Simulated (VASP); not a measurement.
Wanted: the native input for a VASP 6.6.1 run.

| Property | Result |
| --- | --- |
| Task | single point |
| Functional | PBEsol |
| Potentials or basis | VASP PAW PBE potentials, release 64 (W_sv, C) |
| Cutoff | 520 eV |
| k mesh | 18 × 18 × 14 |
| Occupations | gaussian, width 0.1 eV |
| Spin | no spin polarisation |
| Dipole correction | no |
| k mesh for the DOS | 27 × 27 × 21 |
| Occupations for the DOS | tetrahedron |
| Further INCAR settings | ALGO = Normal; EDIFF = 1e-07 |

The system is WC.

```xyz
2
Lattice="2.8984 0.0000 0.0000 -1.4492 2.5101 0.0000 0.0000 0.0000 2.8278" Properties=species:S:1:pos:R:3 pbc="T T T"
W     0.0000    0.0000    0.0000
C     1.4492    0.8367    1.4139
```

One way to write it, as run:

POSCAR

```
WC
1.0
    2.8984102022      0.0000000000      0.0000000000
   -1.4492051011      2.5100968657      0.0000000000
    0.0000000000      0.0000000000      2.8277797164
W C
1 1
Direct
    0.0000000000      0.0000000000      0.0000000000
    0.6666666667      0.3333333333      0.5000000000
```

INCAR.step1

```
SYSTEM = WC
PREC = Accurate
ENCUT = 520
EDIFF = 1E-7
ISMEAR = 0
SIGMA = 0.1
LREAL = .FALSE.
LASPH = .TRUE.
NELM = 100
ALGO = Normal
ISIF = 2
LWAVE = .FALSE.
LCHARG = .TRUE.
LMAXMIX = 4
GGA = PS
NBANDS = 16
```

KPOINTS.step1

```
Automatic mesh
0
G
  18 18 14
  0 0 0
```

INCAR.step2

```
SYSTEM = WC
PREC = Accurate
ENCUT = 520
EDIFF = 1E-7
ISMEAR = -5
SIGMA = 0.1
LREAL = .FALSE.
LASPH = .TRUE.
NELM = 100
ALGO = Normal
ISIF = 2
LWAVE = .FALSE.
LCHARG = .FALSE.
LMAXMIX = 4
GGA = PS
LORBIT = 10
NEDOS = 2001
ICHARG = 11
```

KPOINTS.step2

```
Automatic mesh
0
G
  27 27 21
  0 0 0
```

Potentials or basis: VASP PAW PBE potentials, release 64 (W_sv, C).

The run is started by

```sh
$ cat potpaw_PBE.64/W_sv/POTCAR potpaw_PBE.64/C/POTCAR > POTCAR
$ cp INCAR.step1 INCAR
$ cp KPOINTS.step1 KPOINTS
$ mpirun -np 1 vasp_std > vasp.out
$ cp INCAR.step2 INCAR
$ cp KPOINTS.step2 KPOINTS
$ mpirun -np 1 vasp_std > vasp.out
```

Results of the run:

| Property | Result |
| --- | --- |
| Valence electrons inside the program's atomic spheres | W 12.22; C 2.42 |

Wall time 100 s on 1 thread of Intel(R) Xeon(R) Platinum 8488C (Sapphire Rapids), with other jobs on the host, peak memory 0.37 GiB.
